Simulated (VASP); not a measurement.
# H4C in VASP: further runs

The runs below take H4C through single point, relaxation of the atoms, with PBE.

Everything below comes from runs of VASP 6.6.1. Logs are shortened: lines on timing, memory, paths and dates and some standing lists are left out, and cuts for length are marked.

## Step 1: The cell of the first run

The cell holds a molecule in a box, 5 atoms: a = 15.000 Å, b = 15.500 Å, c = 16.000 Å, α = 90.00°, β = 90.00°, γ = 90.00°.

## Step 2: Single point, PBE

The input, INCAR:

```
PREC = Accurate
ENCUT = 520
EDIFF = 1E-6
ISMEAR = 0
SIGMA = 0.005
LREAL = F
LASPH = T
NELM = 100
ALGO = Normal
ISIF = 2
LWAVE = F
LCHARG = F
GGA = PE
ISYM = 0
NBANDS = 12
```

The input, KPOINTS:

```
Automatic mesh
0
Gamma
  1 1 1
```

The input, POSCAR:

```
H4C
1.0
   15.0000000000      0.0000000000      0.0000000000
    0.0000000000     15.5000000000      0.0000000000
    0.0000000000      0.0000000000     16.0000000000
H C
4 1
Direct
    0.5002240432      0.5009268092      0.4315294378
    0.4310834650      0.4991192121      0.5226053843
    0.5348802538      0.4423043941      0.5222088290
    0.5338125880      0.5576594298      0.5236730704
    0.4999996500      0.4999901547      0.4999832786
```

Potentials or basis: VASP PAW PBE potentials, release 64 (H, C).

Command:

```console
$ cat potpaw_PBE.64/H/POTCAR potpaw_PBE.64/C/POTCAR > POTCAR
$ mpirun -np 1 vasp_gam > vasp.out
```

OUTCAR:

```text
PREC = Accurate
   ENCUT = 520
   EDIFF = 1E-6
   ISMEAR = 0
   LREAL = F
   LASPH = T
   NELM = 100
   ISIF = 2
   GGA = PE
   ISYM = 0

 ion  position               nearest neighbor table
   1  0.500  0.501  0.432-   5 1.10
   2  0.431  0.499  0.523-   5 1.10
   3  0.535  0.442  0.522-   5 1.10
   4  0.534  0.558  0.524-   5 1.10
   5  0.500  0.500  0.500-   3 1.10   2 1.10   1 1.10   4 1.10

IMPORTANT INFORMATION: All symmetrisations will be switched off!
NOSYMM: (Re-)initialisation of all symmetry stuff for point group C_1.

----------------------------------------------------------------------------------------

                                     Primitive cell

  volume of cell :    3720.0000

  direct lattice vectors                    reciprocal lattice vectors
    15.000000000  0.000000000  0.000000000     0.066666667  0.000000000  0.000000000
     0.000000000 15.500000000  0.000000000     0.000000000  0.064516129  0.000000000
     0.000000000  0.000000000 16.000000000     0.000000000  0.000000000  0.062500000

  length of vectors
    15.000000000 15.500000000 16.000000000     0.066666667  0.064516129  0.062500000

  position of ions in fractional coordinates (direct lattice)
     0.500224043  0.500926809  0.431529438
     0.431083465  0.499119212  0.522605384
     0.534880254  0.442304394  0.522208829
     0.533812588  0.557659430  0.523673070
     0.499999650  0.499990155  0.499983279

  ion indices of the primitive-cell ions
   primitive index   ion index
                 1           1
                 2           2
                 3           3
                 4           4
                 5           5

----------------------------------------------------------------------------------------

 KPOINTS: Automatic mesh

Automatic generation of k-mesh.
 Grid dimensions read from file:
 generate k-points for:    1    1    1

 Generating k-lattice:

  Cartesian coordinates                     Fractional coordinates (reciprocal lattice)
     0.066666667  0.000000000  0.000000000     1.000000000  0.000000000  0.000000000
     0.000000000  0.064516129  0.000000000     0.000000000  1.000000000  0.000000000
     0.000000000  0.000000000  0.062500000     0.000000000  0.000000000  1.000000000

  Length of vectors
     0.066666667  0.064516129  0.062500000

  Shift w.r.t. Gamma in fractional coordinates (k-lattice)
     0.000000000  0.000000000  0.000000000

 Subroutine IBZKPT returns following result:
 ===========================================

 Found      1 irreducible k-points:

 Following reciprocal coordinates:
            Coordinates               Weight
  0.000000  0.000000  0.000000      1.000000
   k-points           NKPTS =      1   k-points in BZ     NKDIM =      1   number of bands    NBANDS=     12
   number of dos      NEDOS =    301   number of ions     NIONS =      5
   total plane-waves  NPLWV = ******
   dimension x,y,z NGX =   112 NGY =  120 NGZ =  120
   dimension x,y,z NGXF=   224 NGYF=  240 NGZF=  240
   ions per type =               4   1
   NGX,Y,Z   is equivalent  to a cutoff of  12.41, 12.87, 12.47 a.u.
   NGXF,Y,Z  is equivalent  to a cutoff of  24.83, 25.74, 24.94 a.u.
 SYSTEM =  unknown system
   PREC   = accura    normal or accurate (medium, high low for compatibility)
   ISTART =      0    job   : 0-new  1-cont  2-samecut
   ICHARG =      2    charge: 1-file 2-atom 10-const
   ISPIN  =      1    spin polarized calculation?
   LNONCOLLINEAR =      F non collinear calculations
   LSORBIT =      F    spin-orbit coupling
   LASPH  =      T    aspherical Exc in radial PAW
   ENCUT  =  520.0 eV  38.22 Ry    6.18 a.u.  27.89 28.82 29.75*2*pi/ulx,y,z
   NELM   =    100;   NELMIN=  2; NELMDL= -5     # of ELM steps
   EDIFF  = 0.1E-05   stopping-criterion for ELM
   LREAL  =      F    real-space projection
   EDIFFG = 0.1E-04   stopping-criterion for IOM
   NSW    =      0    number of steps for IOM
   IBRION =     -1    ionic relax: 0-MD 1-quasi-New 2-CG
   NFREE  =      0    steps in history (QN), initial steepest desc. (CG)
   ISIF   =      2    stress and relaxation
   ISYM   =      0    0-nonsym 1-usesym 2-fastsym
   POTIM  = 0.5000    time-step for ionic-motion
   TEBEG  =    0.0;   TEEND  =   0.0 temperature during run
   PSTRESS=    0.0 pullay stress
   NELECT =       8.0000    total number of electrons
   NUPDOWN=      -1.0000    fix difference up-down
   EMIN   =  10.00;   EMAX   =-10.00  energy-range for DOS
   EFERMI =   0.00;   METHOD = LEGACY
   ISMEAR =     0;   SIGMA  =   0.01  broadening in eV -4-tet -1-fermi 0-gaus
   EFERMI_NEDOS =   21; number of points for ismear=-14 and -15
   IALGO  =     38    algorithm
   IMIX   =      4    mixing-type and parameters
     AMIX     =   0.40;   BMIX     =  1.00
     AMIX_MAG =   1.60;   BMIX_MAG =  1.00
  volume/ion in A,a.u.               =     744.00      5020.76
  Fermi-wavevector in a.u.,A,eV,Ry     =   0.211312  0.399321  0.607537  0.044653
  Thomas-Fermi vector in A             =   0.980203
   LORBIT       =      0    0 simple, 1 ext, 2 COOP (PROOUT), +10 PAW based schemes
   GGA     = PE    functional components
   LHFCALC =     F    Hartree Fock is set to
   AEXX    =    0.0000 exact exchange contribution
   IVDW    =     0    specifies the selected vdW correction
   LEPSILON=     F    determine dielectric tensor
   LRPA    =     F    only Hartree local field effects (RPA)
 non-spin polarized calculation
 Gauss-broadening in eV      SIGMA  =   0.01
  energy-cutoff  :      520.00
  volume of cell :     3720.00
 maximum number of plane-waves:     50071
 NGX is ok and might be reduce to   112
   NGX = 55   NGY = 57   NGZ = 59

 number of electron       8.0000002 magnetization

 Free energy of the ion-electron system (eV)
  ---------------------------------------------------
  ext. energy  EPLUGINS =         0.00000000
  ---------------------------------------------------
  free energy    TOTEN  =       -24.04158354 eV

  energy without entropy =      -24.04158354  energy(sigma->0) =      -24.04158354

 E-fermi :  -9.3417     XC(G=0):  -0.2056

 val. band max:       -9.3827028303   @ k =   0.0000   0.0000   0.0000
 cond. band min:      -0.4155883578   @ k =   0.0000   0.0000   0.0000
 fundamental gap:      8.9671144725
 Fermi energy:        -9.3417058132

 k-point     1 :       0.0000    0.0000    0.0000
  band No.  band energies     occupation
      1     -16.9822      2.00000
      2      -9.3877      2.00000
      3      -9.3853      2.00000
      4      -9.3827      2.00000
      5      -0.4156      0.00000
      6       0.2150      0.00000
      7       0.4348      0.00000
      8       0.4634      0.00000
      9       0.4948      0.00000
     10       0.5764      0.00000
     11       0.6290      0.00000
     12       1.0025      0.00000

------------------------ aborting loop because EDIFF is reached ----------------------------------------

  FORCE on cell =-STRESS in cart. coord.  units (eV):
  Direction    XX          YY          ZZ          XY          YZ          ZX
  --------------------------------------------------------------------------------------
  -------------------------------------------------------------------------------------
  Total       -0.0376643     -0.0348519     -0.0417688      0.0005002     -0.0012436     -0.0017880
  in kB       -0.0162217     -0.0150104     -0.0179895      0.0002155     -0.0005356     -0.0007701
  external PRESSURE =      -0.0164072 kB  Pullay stress =       0.0000000 kB

 VOLUME and BASIS-vectors are now :
 -----------------------------------------------------------------------------
  energy-cutoff  :      520.00
  volume of cell :     3720.00
      direct lattice vectors                 reciprocal lattice vectors
    15.000000000  0.000000000  0.000000000     0.066666667  0.000000000  0.000000000
     0.000000000 15.500000000  0.000000000     0.000000000  0.064516129  0.000000000
     0.000000000  0.000000000 16.000000000     0.000000000  0.000000000  0.062500000

 POSITION                                       TOTAL-FORCE (eV/Angst)
 -----------------------------------------------------------------------------------
      7.50336      7.76437      6.90447         0.001429     -0.000238     -0.016960
      6.46625      7.73635      8.36169        -0.017711     -0.002255      0.005093
      8.02320      6.85572      8.35534         0.008027     -0.018318      0.003935
      8.00719      8.64372      8.37877         0.008347      0.015359      0.002749
      7.49999      7.74985      7.99973        -0.000093      0.005452      0.005183
 -----------------------------------------------------------------------------------
    total drift:                               -0.000130     -0.000132     -0.000043

  FREE ENERGIE OF THE ION-ELECTRON SYSTEM (eV)
  ---------------------------------------------------
  free  energy   TOTEN  =       -24.0415835449 eV

  energy  without entropy=      -24.0415835449  energy(sigma->0) =      -24.04158354
```

It took 8.7 min on 1 thread of Intel Xeon 8259CL, shared host; peak memory 2.1 GiB.

What came out:

| Item | Value |
| --- | --- |
| Free energy | -24.0416 eV |
| Largest force | 0.020 eV/Å |
| Gap between the frontier levels | 8.97 eV |

Forces in eV/Å, atoms in the order of the input:
```
H    0.001  0.000 -0.017
H   -0.018 -0.002  0.005
H    0.008 -0.018  0.004
H    0.008  0.015  0.003
C    0.000  0.005  0.005
```

## Step 3: Relaxation of the atoms, PBE

The input, INCAR:

```
PREC     = Accurate       # precision mode
ENCUT    = 520            # plane-wave cutoff, eV
EDIFF    = 1E-6           # SCF threshold, eV
ISMEAR   = 0              # smearing method
SIGMA    = 0.005          # smearing width, eV
LREAL    = False          # projectors in reciprocal space
LASPH    = True           # aspherical terms in the spheres
NELM     = 100            # most SCF steps
ALGO     = Normal         # electronic algorithm
ISIF     = 2              # what is computed and relaxed
LWAVE    = False          # write WAVECAR
LCHARG   = False          # write CHGCAR
GGA      = PE             # functional
IBRION   = 2              # ionic algorithm
NSW      = 100            # ionic steps
EDIFFG   = -0.01          # ionic threshold
ISYM     = 0
```

The input, KPOINTS:

```
regular mesh
0
Gamma
  1 1 1
```

The input, POSCAR:

```
H4C
1.0
   15.0000000000      0.0000000000      0.0000000000
    0.0000000000     15.5000000000      0.0000000000
    0.0000000000      0.0000000000     16.0000000000
H C
4 1
Direct
    0.5017059536      0.4990634116      0.4322102960
    0.4332692421      0.4988705723      0.5238755595
    0.5335063326      0.4442486882      0.5209015848
    0.5334089368      0.5568478981      0.5248939725
    0.4981095349      0.5009694297      0.4981185873
```

Potentials or basis: VASP PAW PBE potentials, release 64 (H, C).

Command:

```console
$ cat potpaw_PBE.64/H/POTCAR potpaw_PBE.64/C/POTCAR > POTCAR
$ mpirun -np 1 vasp_gam > vasp.out
```

Run time: 51 min. Hardware: 1 thread of Intel Xeon 8259CL, shared host; peak memory 2.2 GiB.

The run converged. Its results:

| Property | Result |
| --- | --- |
| Free energy | -24.0416 eV |
| Energy gained by relaxing | 17.5 meV/atom |
| Ionic steps | 15 |
| Gap between the frontier levels | 8.97 eV |

The path:
```csv
step,energy change (eV),largest force (eV/Å),pressure (GPa)
1,0.0000,2.0582,0.04
2,0.2004,4.8530,-0.02
3,-0.0620,0.7148,0.02
4,-0.0781,0.3974,-0.02
5,-0.0794,0.2754,-0.01
6,-0.0857,0.1889,-0.01
7,-0.0871,0.1886,-0.01
8,-0.0856,0.4224,0.00
9,-0.0876,0.0258,0.00
10,-0.0876,0.0139,0.00
11,-0.0876,0.0151,0.00
12,-0.0876,0.0123,0.00
13,-0.0876,0.0190,0.00
14,-0.0876,0.0121,0.00
15,-0.0877,0.0007,0.00
```

Final structure:
```cif
data_structure
_symmetry_space_group_name_H-M 'P 1'
_symmetry_Int_Tables_number 1
_cell_length_a 15.0000
_cell_length_b 15.5000
_cell_length_c 16.0000
_cell_angle_alpha 90.000
_cell_angle_beta 90.000
_cell_angle_gamma 90.000
_cell_volume 3720.00
loop_
_atom_site_label
_atom_site_type_symbol
_atom_site_fract_x
_atom_site_fract_y
_atom_site_fract_z
_atom_site_occupancy
H1 H 0.50023 0.50091 0.43151 1
H2 H 0.43105 0.49910 0.52262 1
H3 H 0.53490 0.44228 0.52222 1
H4 H 0.53382 0.55772 0.52365 1
C1 C 0.50000 0.50000 0.50000 1
```

Levels at points of the mesh, in eV from the valence-band top:
| k point | band 1 | band 2 | band 3 | band 4 | band 5 | band 6 | band 7 | band 8 |
| --- | --- | --- | --- | --- | --- | --- | --- | --- |
| (0.00, 0.00, 0.00) | -7.60 | 0.00 | 0.00 | 0.00 | 8.97 | 9.59 | 9.82 | 9.85 |
